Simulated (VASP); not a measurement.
# Si (Imma) in VASP: further runs

Runs on Si. Level: r2SCAN. Tasks: single point.

Program: VASP 6.6.1. These are calculated values, not measurements. Logs are shortened: lines on timing, memory, paths and dates and some standing lists are left out, and cuts for length are marked.

## Step 1: The cell of the first run

Symmetry: Imma, No. 74, orthorhombic system. The conventional cell has a = 3.840 Å, b = 3.859 Å, c = 5.444 Å, α = 90.00°, β = 90.00°, γ = 90.00°. Within 3.1 Å of Si (site symmetry mm2) lie 4 Si at 2.35 to 2.36 Å.

## Step 2: Single point, r2SCAN (strain +0.0050 x Voigt [0, 0, 0, 1, 0, 0])

POSCAR

```
Si
1.0
    0.0000000000      2.7289106047      2.7289106047
    2.7221053413      0.0068052634      2.7221053413
    2.7221053413      2.7221053413      0.0068052634
Si
2
Direct
    0.5000000000      0.5000000000      0.5000000000
    0.7500000000      0.7500000000      0.7500000000
```

INCAR.step1

```
ALGO = Normal
EDIFF = 1E-4
ENCUT = 520
GGA = PE
ISMEAR = 0
LASPH = T
LCHARG = F
LREAL = F
LWAVE = T
NBANDS = 11
NELM = 60
PREC = Accurate
SIGMA = 0.05
```

INCAR.step2

```
ALGO = Normal
EDIFF = 1E-7
ENCUT = 520
ISIF = 2
ISMEAR = 0
ISTART = 1
LASPH = T
LCHARG = F
LMIXTAU = T
LREAL = F
LWAVE = F
METAGGA = R2SCAN
NBANDS = 11
NELM = 60
PREC = Accurate
SIGMA = 0.05
```

KPOINTS

```
k-points
0
Gamma
  8 8 8
```

Potentials or basis: VASP PAW PBE potentials, release 64 (Si).

The run is started by

```bash
$ cat potpaw_PBE.64/Si/POTCAR > POTCAR
$ cp INCAR.step1 INCAR
$ mpirun -np 1 vasp_std > vasp.out
$ cp INCAR.step2 INCAR
$ mpirun -np 1 vasp_std > vasp.out
```

OUTCAR:

```text
EDIFF = 1E-7
   ENCUT = 520
   ISIF = 2
   ISMEAR = 0
   ISTART = 1
   LASPH = T
   LREAL = F
   METAGGA = R2SCAN
   NELM = 60
   PREC = Accurate

 ion  position               nearest neighbor table
   1  0.500  0.500  0.500-   2 2.35   2 2.35   2 2.36   2 2.36
   2  0.750  0.750  0.750-   1 2.35   1 2.35   1 2.36   1 2.36

  LATTYP: Found a body centered orthorhombic cell.
 ALAT       =     3.8400141961
 B/A-ratio  =     1.0050125314
 C/A-ratio  =     1.4177579573

  Lattice vectors:

 A1 = (  -2.7221053413,   2.7221053413,   0.0068052634)
 A2 = (  -2.7221053413,  -2.7221053413,  -0.0068052634)
 A3 = (   2.7221053413,   0.0068052634,   2.7221053413)

Analysis of symmetry for initial positions (statically):
=====================================================================
 Subroutine PRICEL returns:
 Original cell was already a primitive cell.

 Routine SETGRP: Setting up the symmetry group for a
 body centered orthorhombic supercell.

 Subroutine GETGRP returns: Found  8 space group operations
 (whereof  4 operations were pure point group operations)
 out of a pool of  8 trial point group operations.

The static configuration has the point symmetry C_2v.
 The point group associated with its full space group is D_2h.

Analysis of symmetry for dynamics (positions and initial velocities):
=====================================================================
 Subroutine PRICEL returns:
 Original cell was already a primitive cell.

 Routine SETGRP: Setting up the symmetry group for a
 body centered orthorhombic supercell.

 Subroutine GETGRP returns: Found  8 space group operations
 (whereof  4 operations were pure point group operations)
 out of a pool of  8 trial point group operations.

The dynamic configuration has the point symmetry C_2v.
 The point group associated with its full space group is D_2h.

 Subroutine INISYM returns: Found  8 space group operations
 (whereof  4 operations are pure point group operations),
 and found     1 'primitive' translations

----------------------------------------------------------------------------------------

                                     Primitive cell

  volume of cell :      40.3406

  direct lattice vectors                    reciprocal lattice vectors
     0.000000000  2.728910605  2.728910605    -0.183681356  0.183223298  0.183223298
     2.722105341  0.006805263  2.722105341     0.183681356 -0.184141710  0.184141710
     2.722105341  2.722105341  0.006805263     0.183681356  0.184141710 -0.184141710

  length of vectors
     3.859262388  3.849644307  3.849644307     0.317616741  0.318677234  0.318677234

  position of ions in fractional coordinates (direct lattice)
     0.500000000  0.500000000  0.500000000
     0.750000000  0.750000000  0.750000000

  ion indices of the primitive-cell ions
   primitive index   ion index
                 1           1
                 2           2

----------------------------------------------------------------------------------------

 KPOINTS: k-points

Automatic generation of k-mesh.
 Grid dimensions read from file:
 generate k-points for:    8    8    8

 Generating k-lattice:

  Cartesian coordinates                     Fractional coordinates (reciprocal lattice)
    -0.022960169  0.022902912  0.022902912     0.125000000  0.000000000  0.000000000
     0.022960169 -0.023017714  0.023017714     0.000000000  0.125000000  0.000000000
     0.022960169  0.023017714 -0.023017714     0.000000000  0.000000000  0.125000000

  Length of vectors
     0.039702093  0.039834654  0.039834654

  Shift w.r.t. Gamma in fractional coordinates (k-lattice)
     0.000000000  0.000000000  0.000000000

 Subroutine IBZKPT returns following result:
 ===========================================

 Found     95 irreducible k-points:

 Following reciprocal coordinates:
            Coordinates               Weight
  0.000000  0.000000  0.000000      1.000000
  0.125000 -0.000000 -0.000000      4.000000
  0.250000 -0.000000 -0.000000      4.000000
  0.375000 -0.000000 -0.000000      4.000000
  0.500000 -0.000000 -0.000000      2.000000
  0.000000  0.125000 -0.000000      4.000000
[... 16 lines left out ...]
  0.125000  0.375000 -0.000000      8.000000
  0.250000  0.375000 -0.000000      8.000000
 [... further k-points ...]
   k-points           NKPTS =     95   k-points in BZ     NKDIM =     95   number of bands    NBANDS=     11
   number of dos      NEDOS =    301   number of ions     NIONS =      2
   total plane-waves  NPLWV =  27000
   dimension x,y,z NGX =    30 NGY =   30 NGZ =   30
   dimension x,y,z NGXF=    60 NGYF=   60 NGZF=   60
   ions per type =               2
   NGX,Y,Z   is equivalent  to a cutoff of  12.92, 12.96, 12.96 a.u.
   NGXF,Y,Z  is equivalent  to a cutoff of  25.85, 25.91, 25.91 a.u.
 SYSTEM =  unknown system
   PREC   = accura    normal or accurate (medium, high low for compatibility)
   ISTART =      1    job   : 0-new  1-cont  2-samecut
   ICHARG =      0    charge: 1-file 2-atom 10-const
   ISPIN  =      1    spin polarized calculation?
   LNONCOLLINEAR =      F non collinear calculations
   LSORBIT =      F    spin-orbit coupling
   LASPH  =      T    aspherical Exc in radial PAW
   ENCUT  =  520.0 eV  38.22 Ry    6.18 a.u.   7.18  7.16  7.16*2*pi/ulx,y,z
   NELM   =     60;   NELMIN=  2; NELMDL=  0     # of ELM steps
   EDIFF  = 0.1E-06   stopping-criterion for ELM
   LREAL  =      F    real-space projection
   EDIFFG = 0.1E-05   stopping-criterion for IOM
   NSW    =      0    number of steps for IOM
   IBRION =     -1    ionic relax: 0-MD 1-quasi-New 2-CG
   NFREE  =      0    steps in history (QN), initial steepest desc. (CG)
   ISIF   =      2    stress and relaxation
   ISYM   =      2    0-nonsym 1-usesym 2-fastsym
   POTIM  = 0.5000    time-step for ionic-motion
   TEBEG  =    0.0;   TEEND  =   0.0 temperature during run
   PSTRESS=    0.0 pullay stress
   NELECT =       8.0000    total number of electrons
   NUPDOWN=      -1.0000    fix difference up-down
   EMIN   =  10.00;   EMAX   =-10.00  energy-range for DOS
   EFERMI =   0.00;   METHOD = LEGACY
   ISMEAR =     0;   SIGMA  =   0.05  broadening in eV -4-tet -1-fermi 0-gaus
   EFERMI_NEDOS =   21; number of points for ismear=-14 and -15
   IALGO  =     38    algorithm
   IMIX   =      4    mixing-type and parameters
     AMIX     =   0.40;   BMIX     =  1.00
     AMIX_MAG =   1.60;   BMIX_MAG =  1.00
  volume/ion in A,a.u.               =      20.17       136.12
  Fermi-wavevector in a.u.,A,eV,Ry     =   0.954679  1.804082 12.400519  0.911412
  Thomas-Fermi vector in A             =   2.083448
   LORBIT       =      0    0 simple, 1 ext, 2 COOP (PROOUT), +10 PAW based schemes
   METAGGA = R2SCAN    functional components
   LHFCALC =     F    Hartree Fock is set to
   AEXX    =    0.0000 exact exchange contribution
   IVDW    =     0    specifies the selected vdW correction
   LEPSILON=     F    determine dielectric tensor
   LRPA    =     F    only Hartree local field effects (RPA)
 non-spin polarized calculation
 Gauss-broadening in eV      SIGMA  =   0.05
  energy-cutoff  :      520.00
  volume of cell :       40.34
 maximum number of plane-waves:      1106
 NGX is ok and might be reduce to    30
   NGX = 15   NGY = 15   NGZ = 15

 number of electron       8.0000001 magnetization

 Free energy of the ion-electron system (eV)
  ---------------------------------------------------
  ext. energy  EPLUGINS =         0.00000000
  ---------------------------------------------------
  free energy    TOTEN  =       -17.54680294 eV

  energy without entropy =      -17.54680294  energy(sigma->0) =      -17.54680294

 E-fermi :   5.9191     XC(G=0):  -9.8250

 val. band max:        5.6693062036   @ k =   0.0000   0.0000   0.0000
 cond. band min:       6.4882549817   @ k =   0.0000   0.3750   0.3750
 fundamental gap:      0.8189487781
 Fermi energy:         5.9191319905

 k-point     1 :       0.0000    0.0000    0.0000
  band No.  band energies     occupation
      1      -6.8103      2.00000
      2       5.6574      2.00000
      3       5.6631      2.00000
      4       5.6693      2.00000
      5       8.3789      0.00000
      6       8.4154      0.00000
      7       8.4574      0.00000
      8       9.5634      0.00000
      9      13.7859      0.00000
     10      13.7862      0.00000
     11      14.3318      0.00000

 k-point     2 :       0.1250   -0.0000   -0.0000
  band No.  band energies     occupation
      1      -6.5977      2.00000
      2       4.0175      2.00000
      3       5.3622      2.00000
      4       5.3695      2.00000
      5       8.4539      0.00000
      6       8.8476      0.00000
      7       8.8985      0.00000
      8      10.8582      0.00000
      9      13.3118      0.00000
     10      13.3223      0.00000
     11      15.1127      0.00000

 k-point     3 :       0.2500   -0.0000   -0.0000
  band No.  band energies     occupation
      1      -5.9781      2.00000
      2       1.5961      2.00000
      3       4.8712      2.00000
      4       4.8748      2.00000
      5       8.0266      0.00000
      6       9.3950      0.00000
      7       9.4438      0.00000
      8      13.1447      0.00000
      9      13.2884      0.00000
     10      13.3125      0.00000
     11      15.3503      0.00000

 k-point     4 :       0.3750   -0.0000   -0.0000
  band No.  band energies     occupation
      1      -5.0509      2.00000
      2      -0.5062      2.00000
      3       4.5277      2.00000
      4       4.5283      2.00000
      5       7.6717      0.00000
      6       9.3516      0.00000
      7       9.3965      0.00000
      8      14.1584      0.00000
      9      14.7323      0.00000
     10      14.7800      0.00000
     11      16.0696      0.00000
[... 239 lines left out ...]
 k-point    22 :       0.0000    0.3750   -0.0000
  band No.  band energies     occupation
      1      -5.0305      2.00000
      2      -0.4992      2.00000
      3       4.5040      2.00000
      4       4.5050      2.00000
      5       7.6235      0.00000
      6       9.3388      0.00000
      7       9.3836      0.00000
      8      14.1314      0.00000
      9      14.7289      0.00000
     10      14.7751      0.00000
     11      16.0715      0.00000

 k-point    23 :       0.1250    0.3750   -0.0000
  band No.  band energies     occupation
      1      -5.1745      2.00000
      2       0.1891      2.00000
      3       3.7725      2.00000
      4       3.9899      2.00000
      5       8.1670      0.00000
      6       9.5872      0.00000
      7      10.4310      0.00000
      8      11.5103      0.00000
      9      15.5153      0.00000
     10      15.6435      0.00000
     11      16.3457      0.00000

 k-point    24 :       0.2500    0.3750   -0.0000
  band No.  band energies     occupation
      1      -4.9304      2.00000
      2       0.5428      2.00000
      3       2.9003      2.00000
      4       3.3453      2.00000
      5       7.2324      0.00000
      6       8.8472      0.00000
      7      12.0590      0.00000
      8      12.3327      0.00000
      9      16.1896      0.00000
     10      16.6005      0.00000
     11      18.0647      0.00000

 [... further k-points ...]
[... 5 lines left out ...]
  --------------------------------------------------------------------------------------
  -------------------------------------------------------------------------------------
  Total       -0.0587494     -0.0584673     -0.0584673      0.0000000     -0.1354827      0.0000000
  in kB       -2.3333084     -2.3221042     -2.3221042      0.0000000     -5.3808668      0.0000000
  external PRESSURE =      -2.3258389 kB  Pullay stress =       0.0000000 kB

 VOLUME and BASIS-vectors are now :
 -----------------------------------------------------------------------------
  energy-cutoff  :      520.00
  volume of cell :       40.34
      direct lattice vectors                 reciprocal lattice vectors
     0.000000000  2.728910605  2.728910605    -0.183681356  0.183223298  0.183223298
     2.722105341  0.006805263  2.722105341     0.183681356 -0.184141710  0.184141710
     2.722105341  2.722105341  0.006805263     0.183681356  0.184141710 -0.184141710

 POSITION                                       TOTAL-FORCE (eV/Angst)
 -----------------------------------------------------------------------------------
      2.72211      2.72891      2.72891         0.046867      0.000000      0.000000
      4.08316      4.09337      4.09337        -0.046867      0.000000     -0.000000
 -----------------------------------------------------------------------------------
    total drift:                                0.000000     -0.000000     -0.000000

  FREE ENERGIE OF THE ION-ELECTRON SYSTEM (eV)
  ---------------------------------------------------
  free  energy   TOTEN  =       -17.5468029401 eV

  energy  without entropy=      -17.5468029401  energy(sigma->0) =      -17.54680294
```

Run time: 2.3 min. Hardware: 1 thread of Intel Xeon Platinum 8488C (Sapphire Rapids), shared host; peak memory 0.18 GiB.

What came out:

```
Free energy            : -17.5468 eV
Pressure               : -0.2 GPa
Largest force          : 0.047 eV/Å
Band gap on the k mesh : 0.82 eV (least direct gap 2.71 eV)
```

Forces on the atoms (eV/Å):
```
Si   0.047  0.000  0.000
Si  -0.047  0.000  0.000
```

Levels at points of the mesh, in eV from the valence-band top:
| k point | band 1 | band 2 | band 3 | band 4 | band 5 | band 6 | band 7 | band 8 |
| --- | --- | --- | --- | --- | --- | --- | --- | --- |
| (0.00, 0.00, 0.00) | -12.48 | -0.01 | -0.01 | 0.00 | 2.71 | 2.75 | 2.79 | 3.89 |
| (0.50, 0.00, 0.00) | -10.06 | -7.23 | -1.26 | -1.26 | 1.88 | 3.57 | 3.62 | 8.34 |
| (0.00, 0.50, 0.00) | -10.03 | -7.24 | -1.29 | -1.28 | 1.83 | 3.55 | 3.60 | 8.30 |
| (0.50, 0.50, 0.00) | -8.14 | -8.14 | -3.00 | -3.00 | 0.93 | 0.93 | 10.81 | 10.81 |
| (0.00, 0.50, 0.50) | -8.16 | -8.12 | -3.02 | -2.97 | 0.90 | 0.96 | 10.79 | 10.82 |

Caveat: the cell differs from its parent crystal (strain +0.0050 x Voigt [0, 0, 0, 1, 0, 0]); the PAW data sets were made with another functional, which shifts forces and pressure a little.

(Continued in part 2 of 2.)
